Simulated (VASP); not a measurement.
# PbSe (Fm-3m) in VASP: a series of runs

The runs below take PbSe through electric field gradients, with PBEsol.

Program: VASP 6.6.1. These are calculated values, not measurements. Logs are shortened: lines on timing, memory, paths and dates and some standing lists are left out, and cuts for length are marked.

**1. The cell of the first run**

It takes space group Fm-3m (No. 225, cubic). The conventional cell has a = 6.205 Å, b = 6.205 Å, c = 6.205 Å, α = 90.00°, β = 90.00°, γ = 90.00°. Within 4.1 Å of Pb (site symmetry m-3m) lie 6 Se at 3.10 Å. Se (site symmetry m-3m) has 6 Pb at 3.10 Å within 4.1 Å.

**2. Electric field gradients, PBEsol (volume scaled by 1.04)**

The input, INCAR:

```
SYSTEM = PbSe
PREC = Accurate ; ENCUT = 400
EDIFF = 1E-8 ; ISMEAR = -1
SIGMA = 0.01 ; LREAL = .False.
LASPH = .True. ; NELM = 120
ALGO = Normal ; ISIF = 2
LWAVE = .False. ; LCHARG = .False.
GGA = PS ; LEFG = .True.
NBANDS = 17 ; GGA_COMPAT = .False.
```

The input, KPOINTS:

```
Automatic mesh
0
Gamma
  9 9 9
  0 0 0
```

The input, POSCAR:

```
PbSe
1.0
    0.0000000000      3.1024460684      3.1024460684
    3.1024460684      0.0000000000      3.1024460684
    3.1024460684      3.1024460684      0.0000000000
Pb Se
1 1
Direct
    0.0000000000      0.0000000000      0.0000000000
    0.5000000000      0.5000000000      0.5000000000
```

Potentials or basis: VASP PAW PBE potentials, release 64 (Pb_d, Se).

Run with:

```
> cat potpaw_PBE.64/Pb_d/POTCAR potpaw_PBE.64/Se/POTCAR > POTCAR
> mpirun -np 1 vasp_std > vasp.out
```

OUTCAR:

```text
SYSTEM = PbSe
   PREC = Accurate
   ENCUT = 400
   EDIFF = 1E-8
   ISMEAR = -1
   LREAL = .False.
   LASPH = .True.
   NELM = 120
   ISIF = 2
   GGA = PS

 ion  position               nearest neighbor table
   1  0.000  0.000  0.000-   2 3.10   2 3.10   2 3.10   2 3.10   2 3.10   2 3.10
   2  0.500  0.500  0.500-   1 3.10   1 3.10   1 3.10   1 3.10   1 3.10   1 3.10

  LATTYP: Found a face centered cubic cell.
 ALAT       =     6.2048921368

  Lattice vectors:

 A1 = (   0.0000000000,   3.1024460684,   3.1024460684)
 A2 = (   3.1024460684,   0.0000000000,   3.1024460684)
 A3 = (   3.1024460684,   3.1024460684,   0.0000000000)

Analysis of symmetry for initial positions (statically):
=====================================================================
 Subroutine PRICEL returns:
 Original cell was already a primitive cell.

 Routine SETGRP: Setting up the symmetry group for a
 face centered cubic supercell.

 Subroutine GETGRP returns: Found 48 space group operations
 (whereof 48 operations were pure point group operations)
 out of a pool of 48 trial point group operations.

The static configuration has the point symmetry O_h .

Analysis of symmetry for dynamics (positions and initial velocities):
=====================================================================
 Subroutine PRICEL returns:
 Original cell was already a primitive cell.

 Routine SETGRP: Setting up the symmetry group for a
 face centered cubic supercell.

 Subroutine GETGRP returns: Found 48 space group operations
 (whereof 48 operations were pure point group operations)
 out of a pool of 48 trial point group operations.

The dynamic configuration has the point symmetry O_h .

 Subroutine INISYM returns: Found 48 space group operations
 (whereof 48 operations are pure point group operations),
 and found     1 'primitive' translations

----------------------------------------------------------------------------------------

                                     Primitive cell

  volume of cell :      59.7232

  direct lattice vectors                    reciprocal lattice vectors
     0.000000000  3.102446068  3.102446068    -0.161163156  0.161163156  0.161163156
     3.102446068  0.000000000  3.102446068     0.161163156 -0.161163156  0.161163156
     3.102446068  3.102446068  0.000000000     0.161163156  0.161163156 -0.161163156

  length of vectors
     4.387521306  4.387521306  4.387521306     0.279142775  0.279142775  0.279142775

  position of ions in fractional coordinates (direct lattice)
     0.000000000  0.000000000  0.000000000
     0.500000000  0.500000000  0.500000000

  ion indices of the primitive-cell ions
   primitive index   ion index
                 1           1
                 2           2

----------------------------------------------------------------------------------------

 KPOINTS: Automatic mesh

Automatic generation of k-mesh.
 Grid dimensions read from file:
 generate k-points for:    9    9    9

 Generating k-lattice:

  Cartesian coordinates                     Fractional coordinates (reciprocal lattice)
    -0.017907017  0.017907017  0.017907017     0.111111111  0.000000000  0.000000000
     0.017907017 -0.017907017  0.017907017     0.000000000  0.111111111  0.000000000
     0.017907017  0.017907017 -0.017907017     0.000000000  0.000000000  0.111111111

  Length of vectors
     0.031015864  0.031015864  0.031015864

  Shift w.r.t. Gamma in fractional coordinates (k-lattice)
     0.000000000  0.000000000  0.000000000

 Subroutine IBZKPT returns following result:
 ===========================================

 Found     35 irreducible k-points:

 Following reciprocal coordinates:
            Coordinates               Weight
  0.000000  0.000000  0.000000      1.000000
  0.111111  0.000000  0.000000      8.000000
  0.222222  0.000000  0.000000      8.000000
  0.333333  0.000000  0.000000      8.000000
  0.444444  0.000000  0.000000      8.000000
  0.111111  0.111111  0.000000      6.000000
[... 16 lines left out ...]
 -0.333333  0.333333  0.000000     12.000000
  0.444444  0.444444  0.000000      6.000000
 [... further k-points ...]
   k-points           NKPTS =     35   k-points in BZ     NKDIM =     35   number of bands    NBANDS=     17
   number of dos      NEDOS =    301   number of ions     NIONS =      2
   total plane-waves  NPLWV =  27000
   dimension x,y,z NGX =    30 NGY =   30 NGZ =   30
   dimension x,y,z NGXF=    60 NGYF=   60 NGZF=   60
   ions per type =               1   1
   NGX,Y,Z   is equivalent  to a cutoff of  11.37, 11.37, 11.37 a.u.
   NGXF,Y,Z  is equivalent  to a cutoff of  22.73, 22.73, 22.73 a.u.
 SYSTEM =  PbSe
   PREC   = accura    normal or accurate (medium, high low for compatibility)
   ISTART =      0    job   : 0-new  1-cont  2-samecut
   ICHARG =      2    charge: 1-file 2-atom 10-const
   ISPIN  =      1    spin polarized calculation?
   LNONCOLLINEAR =      F non collinear calculations
   LSORBIT =      F    spin-orbit coupling
   LASPH  =      T    aspherical Exc in radial PAW
   ENCUT  =  400.0 eV  29.40 Ry    5.42 a.u.   7.15  7.15  7.15*2*pi/ulx,y,z
   NELM   =    120;   NELMIN=  2; NELMDL= -5     # of ELM steps
   EDIFF  = 0.1E-07   stopping-criterion for ELM
   LREAL  =      F    real-space projection
   EDIFFG = 0.1E-06   stopping-criterion for IOM
   NSW    =      0    number of steps for IOM
   IBRION =     -1    ionic relax: 0-MD 1-quasi-New 2-CG
   NFREE  =      0    steps in history (QN), initial steepest desc. (CG)
   ISIF   =      2    stress and relaxation
   ISYM   =      2    0-nonsym 1-usesym 2-fastsym
   POTIM  = 0.5000    time-step for ionic-motion
   TEBEG  =    0.0;   TEEND  =   0.0 temperature during run
   PSTRESS=    0.0 pullay stress
   NELECT =      20.0000    total number of electrons
   NUPDOWN=      -1.0000    fix difference up-down
   EMIN   =  10.00;   EMAX   =-10.00  energy-range for DOS
   EFERMI =   0.00;   METHOD = LEGACY
   ISMEAR =    -1;   SIGMA  =   0.01  broadening in eV -4-tet -1-fermi 0-gaus
   EFERMI_NEDOS =   21; number of points for ismear=-14 and -15
   IALGO  =     38    algorithm
   IMIX   =      4    mixing-type and parameters
     AMIX     =   0.40;   BMIX     =  1.00
     AMIX_MAG =   1.60;   BMIX_MAG =  1.00
  volume/ion in A,a.u.               =      29.86       201.52
  Fermi-wavevector in a.u.,A,eV,Ry     =   1.136852  2.148339 17.584611  1.292432
  Thomas-Fermi vector in A             =   2.273557
   LORBIT       =      0    0 simple, 1 ext, 2 COOP (PROOUT), +10 PAW based schemes
   GGA     = PS    functional components
   LHFCALC =     F    Hartree Fock is set to
   AEXX    =    0.0000 exact exchange contribution
   IVDW    =     0    specifies the selected vdW correction
   LEPSILON=     F    determine dielectric tensor
   LRPA    =     F    only Hartree local field effects (RPA)
 non-spin polarized calculation
  energy-cutoff  :      400.00
  volume of cell :       59.72
 maximum number of plane-waves:      1098
 NGX is ok and might be reduce to    30
   NGX = 15   NGY = 15   NGZ = 15

 number of electron      20.0000007 magnetization

 Free energy of the ion-electron system (eV)
  ---------------------------------------------------
  ext. energy  EPLUGINS =         0.00000000
  ---------------------------------------------------
  free energy    TOTEN  =        -8.89503746 eV

  energy without entropy =       -8.89503746  energy(sigma->0) =       -8.89503746

 E-fermi :   4.4452     XC(G=0):  -9.5340

 val. band max:        4.2272017701   @ k =   0.4444   0.0000   0.0000
 cond. band min:       4.9221042475   @ k =   0.4444   0.0000   0.0000
 fundamental gap:      0.6949024775
 Fermi energy:         4.4452377119

 k-point     1 :       0.0000    0.0000    0.0000
  band No.  band energies     occupation
      1     -12.2655      2.00000
      2     -12.2655      2.00000
      3     -12.2655      2.00000
      4     -12.2618      2.00000
      5     -12.2618      2.00000
      6      -8.8525      2.00000
[... 9 lines left out ...]
     16      10.9510      0.00000
     17      12.4200      0.00000
[... 441 lines left out ...]
 k-point    24 :       0.4444    0.4444    0.0000
  band No.  band energies     occupation
      1     -12.3627      2.00000
      2     -12.2806      2.00000
      3     -12.2457      2.00000
      4     -12.2277      2.00000
      5     -12.2277      2.00000
      6      -7.6032      2.00000
[... 9 lines left out ...]
     16      15.5453      0.00000
     17      16.9300      0.00000

 [... further k-points ...]

------------------------ aborting loop because EDIFF is reached ----------------------------------------

  FORCE on cell =-STRESS in cart. coord.  units (eV):
  Direction    XX          YY          ZZ          XY          YZ          ZX
  --------------------------------------------------------------------------------------
  -------------------------------------------------------------------------------------
  Total       -0.9042326     -0.9042326     -0.9042326      0.0000000     -0.0000000      0.0000000
  in kB      -24.2576111    -24.2576111    -24.2576111      0.0000000     -0.0000000      0.0000000
  external PRESSURE =     -24.2576111 kB  Pullay stress =       0.0000000 kB

 VOLUME and BASIS-vectors are now :
 -----------------------------------------------------------------------------
  energy-cutoff  :      400.00
  volume of cell :       59.72
      direct lattice vectors                 reciprocal lattice vectors
     0.000000000  3.102446068  3.102446068    -0.161163156  0.161163156  0.161163156
     3.102446068  0.000000000  3.102446068     0.161163156 -0.161163156  0.161163156
     3.102446068  3.102446068  0.000000000     0.161163156  0.161163156 -0.161163156

 POSITION                                       TOTAL-FORCE (eV/Angst)
 -----------------------------------------------------------------------------------
      0.00000      0.00000      0.00000         0.000000     -0.000000      0.000000
      3.10245      3.10245      3.10245         0.000000      0.000000     -0.000000
 -----------------------------------------------------------------------------------
    total drift:                               -0.000000      0.000000      0.000000

  FREE ENERGIE OF THE ION-ELECTRON SYSTEM (eV)
  ---------------------------------------------------
  free  energy   TOTEN  =        -8.8950374586 eV

  energy  without entropy=       -8.8950374586  energy(sigma->0) =       -8.89503746

 Electric field gradients (V/A^2)
---------------------------------------------------------------------
 ion       V_xx      V_yy      V_zz      V_xy      V_xz      V_yz
---------------------------------------------------------------------
   1       0.000     0.000    -0.000    -0.001    -0.001    -0.001
   2      -0.000     0.000     0.000    -0.000    -0.000    -0.000
---------------------------------------------------------------------

 Electric field gradients after diagonalization (V/A^2)
 (convention: |V_zz| > |V_xx| > |V_yy|)
----------------------------------------------------------------------
 ion       V_xx      V_yy      V_zz     asymmetry (V_yy - V_xx)/ V_zz
----------------------------------------------------------------------
   1       0.001     0.001    -0.003       0.000
   2       0.000     0.000    -0.001       0.000
----------------------------------------------------------------------

           NMR quadrupolar parameters

 Cq : quadrupolar parameter    Cq=e*Q*V_zz/h
 eta: asymmetry parameters     (V_yy - V_xx)/ V_zz
 Q  : nuclear electric quadrupole moment in mb (millibarn)
----------------------------------------------------------------------
 ion       Cq(MHz)       eta       Q (mb)
----------------------------------------------------------------------
   1      -0.000       0.000       1.000
   2      -0.000       0.000       1.000
----------------------------------------------------------------------
```

Run time: 17 s. Hardware: 1 thread of Intel Xeon 6975P-C (Granite Rapids), shared host; peak memory 0.17 GiB.

What came out:

* Free energy: -8.8950 eV
* Pressure: -2.4 GPa

Caveat: this odd mesh misses L, where the gap lies, so gap, dielectric constants and Born charges aren't listed; without QUAD_EFG the Cq values of the log hold for a quadrupole moment of 1 mb, not for the nuclei; the PAW data sets were made with another functional, which shifts forces and pressure a little; spin-orbit coupling is left out, which moves the levels of the heavy elements.

**3. Electric field gradients, PBEsol (volume scaled by 1.04)**

The input, INCAR:

```
PREC = Accurate
ENCUT = 400
EDIFF = 1E-8
ISMEAR = -1
SIGMA = 0.01
LREAL = F
LASPH = T
NELM = 120
ALGO = Normal
ISIF = 2
LWAVE = F
LCHARG = F
GGA = PS
LEFG = T
NBANDS = 17
GGA_COMPAT = F
```

The input, KPOINTS:

```
regular mesh
0
Gamma
  9 9 9
```

POSCAR is that of step 2.

Potentials or basis: VASP PAW PBE potentials, release 64 (Pb_d, Se).

Run with:

```
> cat potpaw_PBE.64/Pb_d/POTCAR potpaw_PBE.64/Se/POTCAR > POTCAR
> mpirun -np 1 vasp_std > vasp.out
```

OUTCAR:

```text
PREC = Accurate
   ENCUT = 400
   EDIFF = 1E-8
   ISMEAR = -1
   LREAL = F
   LASPH = T
   NELM = 120
   ISIF = 2
   GGA = PS

 ion  position               nearest neighbor table
   1  0.000  0.000  0.000-   2 3.10   2 3.10   2 3.10   2 3.10   2 3.10   2 3.10
   2  0.500  0.500  0.500-   1 3.10   1 3.10   1 3.10   1 3.10   1 3.10   1 3.10

  LATTYP: Found a face centered cubic cell.
 ALAT       =     6.2048921368

  Lattice vectors:

 A1 = (   0.0000000000,   3.1024460684,   3.1024460684)
 A2 = (   3.1024460684,   0.0000000000,   3.1024460684)
[... 692 lines left out ...]
  ---------------------------------------------------
  free  energy   TOTEN  =        -8.8950374586 eV

  energy  without entropy=       -8.8950374586  energy(sigma->0) =       -8.89503746

 Electric field gradients (V/A^2)
---------------------------------------------------------------------
 ion       V_xx      V_yy      V_zz      V_xy      V_xz      V_yz
---------------------------------------------------------------------
   1       0.000     0.000    -0.000    -0.001    -0.001    -0.001
   2      -0.000     0.000     0.000    -0.000    -0.000    -0.000
---------------------------------------------------------------------

 Electric field gradients after diagonalization (V/A^2)
 (convention: |V_zz| > |V_xx| > |V_yy|)
----------------------------------------------------------------------
 ion       V_xx      V_yy      V_zz     asymmetry (V_yy - V_xx)/ V_zz
----------------------------------------------------------------------
   1       0.001     0.001    -0.003       0.000
   2       0.000     0.000    -0.001       0.000
----------------------------------------------------------------------

           NMR quadrupolar parameters

 Cq : quadrupolar parameter    Cq=e*Q*V_zz/h
 eta: asymmetry parameters     (V_yy - V_xx)/ V_zz
 Q  : nuclear electric quadrupole moment in mb (millibarn)
----------------------------------------------------------------------
 ion       Cq(MHz)       eta       Q (mb)
----------------------------------------------------------------------
   1      -0.000       0.000       1.000
   2      -0.000       0.000       1.000
----------------------------------------------------------------------
```

OSZICAR:

```text
N       E                     dE             d eps       ncg     rms          rms(c)
DAV:   1     0.142696541573E+03    0.14270E+03   -0.80919E+03  1214   0.970E+02
DAV:   2     0.770096447671E+00   -0.14193E+03   -0.13748E+03  1298   0.275E+02
DAV:   3    -0.897174651938E+01   -0.97418E+01   -0.96917E+01  1481   0.802E+01
DAV:   4    -0.917927693710E+01   -0.20753E+00   -0.20742E+00  1507   0.138E+01
DAV:   5    -0.918675702083E+01   -0.74801E-02   -0.74796E-02  1614   0.239E+00    0.260E+00
DAV:   6    -0.890146898378E+01    0.28529E+00   -0.72587E-01  1818   0.586E+00    0.142E+00
DAV:   7    -0.889469687536E+01    0.67721E-02   -0.10301E-01  1468   0.155E+00    0.784E-01
DAV:   8    -0.889543016168E+01   -0.73329E-03   -0.11083E-02  1434   0.109E+00    0.158E-01
DAV:   9    -0.889500199574E+01    0.42817E-03   -0.25202E-03  1827   0.431E-01    0.515E-02
DAV:  10    -0.889503770463E+01   -0.35709E-04   -0.15810E-04  1441   0.689E-02    0.184E-02
DAV:  11    -0.889503753423E+01    0.17040E-06   -0.23389E-05  1650   0.476E-02    0.401E-03
DAV:  12    -0.889503746748E+01    0.66752E-07   -0.13632E-06  1600   0.124E-02    0.815E-04
DAV:  13    -0.889503745581E+01    0.11666E-07   -0.50063E-08  1504   0.246E-03    0.345E-04
DAV:  14    -0.889503745856E+01   -0.27462E-08   -0.14066E-08  1273   0.646E-04
   1 F= -.88950375E+01 E0= -.88950375E+01  d E =-.169908E-11
```

Wall time 17 s (1 thread of Intel Xeon 6975P-C (Granite Rapids), shared host); peak memory 0.17 GiB.

Results:

```
Free energy : -8.8950 eV
Pressure    : -2.4 GPa
```

Levels at points of the mesh, in eV from the Fermi level:
```csv
k point,band 6,band 7,band 8,band 9,band 10,band 11,band 12,band 13,band 14,band 15
"(0.00, 0.00, 0.00)",-13.30,-6.42,-1.72,-1.72,-1.72,4.56,4.56,4.56,6.51,6.51
```

Caveat: this odd mesh misses L, where the gap lies, so gap, dielectric constants and Born charges aren't listed; without QUAD_EFG the Cq values of the log hold for a quadrupole moment of 1 mb, not for the nuclei; the PAW data sets were made with another functional, which shifts forces and pressure a little; spin-orbit coupling is left out, which moves the levels of the heavy elements.

(Continued in part 2 of 2.)
